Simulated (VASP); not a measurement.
Write the native input for VASP 6.6.1 that does the following.

```
Task                   : single point
Functional             : r2SCAN
Potentials or basis    : VASP PAW PBE potentials, release 64 (Pd)
Cutoff                 : 520 eV
k mesh                 : 14 × 14 × 14
Occupations            : fermi-dirac, width 0.1 eV
Spin                   : no spin polarisation
Dipole correction      : no
Further INCAR settings : ALGO = Normal; EDIFF = 1e-06; NBANDS = 11
```

The system is Pd.

```xyz
1
Lattice="2.6559 0.0000 0.0000 0.0000 2.6559 0.0000 0.0000 0.0000 2.6559" Properties=species:S:1:pos:R:3 pbc="T T T"
Pd    0.0000    0.0000    0.0000
```

This cell differs from its parent crystal: volume scaled by 1.08.

The input as run:

POSCAR

```
Pd
1.0
    2.6558860240      0.0000000000      0.0000000000
    0.0000000000      2.6558860240      0.0000000000
    0.0000000000      0.0000000000      2.6558860240
Pd
1
Direct
    0.0000000000      0.0000000000      0.0000000000
```

INCAR.step1

```
PREC = Accurate
ENCUT = 520
ISMEAR = -1
SIGMA = 0.1
LREAL = False
LASPH = True
NELM = 60
NBANDS = 11
GGA = PE
ALGO = Normal
EDIFF = 1E-4
LWAVE = True
LCHARG = False
```

INCAR.step2

```
PREC = Accurate
ENCUT = 520
EDIFF = 1E-6
ISMEAR = -1
SIGMA = 0.1
LREAL = False
LASPH = True
NELM = 60
ALGO = Normal
ISIF = 2
LWAVE = False
LCHARG = False
METAGGA = R2SCAN
LMIXTAU = True
NBANDS = 11
ISTART = 1
```

KPOINTS

```
regular mesh
0
Gamma
  14 14 14
```

Potentials or basis: VASP PAW PBE potentials, release 64 (Pd).

Run with:

```bash
$ cat potpaw_PBE.64/Pd/POTCAR > POTCAR
$ cp INCAR.step1 INCAR
$ mpirun -np 1 vasp_std > vasp.out
$ cp INCAR.step2 INCAR
$ mpirun -np 1 vasp_std > vasp.out
```

It gave:

```json
{"Pressure": "-8.1 GPa", "Band gap on the k mesh": "zero (band 5 reaches 7.56 eV, above the bottom of band 6 at 5.75 eV)"}
```

Caveat: the PAW data sets were made with another functional, which shifts forces and pressure a little.

Run time: 37 s on 1 thread of Intel(R) Xeon(R) Platinum 8488C (Sapphire Rapids) (shared host), peak memory 0.14 GiB.
